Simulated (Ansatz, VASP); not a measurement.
**W in VASP and in Ansatz**

```xyz
1
Lattice="-1.5973 1.6871 1.6871 1.5973 -1.5075 1.5075 1.5973 1.5075 -1.5075" Properties=species:S:1:pos:R:3 pbc="T T T"
W     0.0000    0.0000    0.0000
```

Change from the starting cell: strain +0.1125 x Voigt [0, 0, 0, 1, 0, 0], atoms carried along.

Alike in both runs: task single point; functional PBE; k mesh 20 × 20 × 20; occupations gaussian, width 0.15 eV; no spin polarisation.

|  | VASP | Ansatz |
| --- | --- | --- |
| version | VASP 6.6.1 | Ansatz 0.2.0 |
| potentials or method | VASP PAW PBE potentials, release 64 (W_sv), cutoff 520 eV | scalar-relativistic, plane waves, PAW |
| valence electrons in the cell | 14 | 14 |

|  | VASP | Ansatz | Ansatz less VASP |
| --- | --- | --- | --- |
| gap on the k mesh at the Fermi level (eV) | none | none | - |
| pressure (GPa) | 0.6 | 0.1 | -0.53 |
| traceless stress, the component that is largest in VASP (GPa) | -16.50 | -16.28 | +0.222 |

A gap of «none» marks a metal or a gap that the smearing closes. The functional is the same, so the differences come from potentials, cutoffs and numerics.

Neither program's run includes spin-orbit coupling.
